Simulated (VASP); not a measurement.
Crystal: InAs.

```
In As
1.0
     0.00000    3.01800    3.01800
     3.01800    0.00000    3.01800
     3.01800    3.01800    0.00000
In As
1 1
Direct
  0.00000 0.00000 0.00000
  0.75000 0.75000 0.75000
```

Program: VASP 6.6.1. Alike in all runs: task single point; potentials or basis VASP PAW PBE potentials, release 64 (In_d, As); cell as given; cutoff (eV) 520; smearing fermi-dirac 0.05 eV.

Task: Order these runs on this cell by their pressure, lowest first.
A. level r2SCAN50; spin off; k mesh 5 × 5 × 5; share of exact exchange 0.5
B. level PBE0; spin non-collinear, zero start, SOC; k mesh 4 × 4 × 4; share of exact exchange 0.25
C. level B3LYP; spin off; k mesh 4 × 4 × 4; share of exact exchange 0.2

Result: A (-0.7 GPa), B (1.9 GPa), C (5.1 GPa).

Caveats: some runs use coarse meshes; the PAW data sets were made with another functional, which shifts forces and pressure a little.
